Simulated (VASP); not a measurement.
A run of VASP 6.6.1:

File INCAR:

```
ALGO = Normal
EDIFF = 1E-6
ENCUT = 520
GGA = PE
ISIF = 2
ISMEAR = -1
LASPH = True
LCHARG = False
LREAL = False
LWAVE = False
NBANDS = 16
NELM = 100
PREC = Accurate
SIGMA = 0.08
```

Contents of KPOINTS:

```
k-points
0
Gamma
  12 12 12
```

Contents of POSCAR:

```
AgCl
1.0
    0.0000000000      2.8052039627      2.8052039627
    2.8052039627      0.0000000000      2.8052039627
    2.8052039627      2.8052039627      0.0000000000
Ag Cl
1 1
Direct
    0.0000000000      0.0000000000      0.0000000000
    0.5000000000      0.5000000000      0.5000000000
```

Potentials or basis: VASP PAW PBE potentials, release 64 (Ag, Cl).

Command:

```console
$ cat potpaw_PBE.64/Ag/POTCAR potpaw_PBE.64/Cl/POTCAR > POTCAR
$ mpirun -np 1 vasp_std > vasp.out
```

Hardware: 1 thread of Intel(R) Xeon(R) Platinum 8488C (Sapphire Rapids), with other jobs on the host.

**Question.** How long does it take, and how much memory?

**Answer.** It took 35 s on 1 thread of Intel(R) Xeon(R) Platinum 8488C (Sapphire Rapids), with other jobs on the host, peak memory 0.19 GiB. Counts: scf iterations 12, k points 72.
